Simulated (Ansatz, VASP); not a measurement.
# SiC in VASP and in Ansatz

Contents of INCAR:

```
  ALGO = Normal
  EDIFF = 1E-7
  ENCUT = 520
  GGA = PE
  ISIF = 2
  ISMEAR = 0
  LASPH = True
  LCHARG = True
  LELF = True
  LREAL = False
  LVHAR = True
  LWAVE = False
  NBANDS = 26
  NELM = 80
  PREC = Accurate
  SIGMA = 0.05
```

KPOINTS

```
k-points
0
Gamma
  6 6 6
```

POSCAR

```
SiC
1.0
    4.3797281854      0.0000000000      0.0000000000
    0.0000000000     -4.3797281854      0.0000000000
    0.0000000000      0.0000000000     -4.3797281854
Si C
4 4
Direct
   -0.0158187973     -0.0158187973     -0.0158187973
    0.5000000000      0.5000000000      0.0000000000
    0.5000000000      0.0000000000      0.5000000000
    0.0000000000      0.5000000000      0.5000000000
    0.7500000000      0.7500000000      0.7500000000
    0.2500000000      0.2500000000      0.7500000000
    0.2500000000      0.7500000000      0.2500000000
    0.7500000000      0.2500000000      0.2500000000
```

Input for Ansatz:

```yaml
crystal:
  lattice:
    - [4.3797281854, 0.0, 0.0]
    - [0.0, -4.3797281854, 0.0]
    - [0.0, 0.0, -4.3797281854]
  atoms:
    - { symbol: Si, position: [-0.0158187973, -0.0158187973, -0.0158187973] }
    - { symbol: Si, position: [0.5, 0.5, 0.0] }
    - { symbol: Si, position: [0.5, 0.0, 0.5] }
    - { symbol: Si, position: [0.0, 0.5, 0.5] }
    - { symbol: C, position: [0.75, 0.75, 0.75] }
    - { symbol: C, position: [0.25, 0.25, 0.75] }
    - { symbol: C, position: [0.25, 0.75, 0.25] }
    - { symbol: C, position: [0.75, 0.25, 0.25] }
basis:
  ecutwfc: 420
kpoints:
  mp_grid: { grid: [6, 6, 6] }
hamiltonian:
  xc: pbe
scf:
  occupations: { method: gaussian, width: 0.05 }
output:
  forces: true
  stress: true
  eigenvalues: true
  write_density: true
  write_potential: true
  elf: true
  volumetric_format: npy
```

Alike in both runs: task single point; functional PBE; k mesh 6 × 6 × 6; occupations gaussian, width 0.05 eV; no spin polarisation.

|  | VASP | Ansatz |
| --- | --- | --- |
| version | VASP 6.6.1 | Ansatz 0.2.0 |
| potentials or method | VASP PAW PBE potentials, release 64 (Si, C), cutoff 520 eV | scalar-relativistic, plane waves, PAW |
| valence electrons in the cell | 32 | 32 |

VASP gave:

- gap on the k mesh at the Fermi level (eV): 1.11
- least direct gap on the mesh (eV): 1.11
- pressure (GPa): 0.5
- traceless stress, the component that is largest in VASP (GPa): -1.44
- rms of the force components (eV/Å): 0.838

**Question.** What did Ansatz give for the same quantities?

**Answer.** gap on the k mesh at the Fermi level (eV): 1.11; least direct gap on the mesh (eV): 1.11; pressure (GPa): 0.6; traceless stress, the component that is largest in VASP (GPa): -1.44; rms of the force components (eV/Å): 0.839.

Atom by atom the forces differ by 0.002 eV/Å (rms over components).
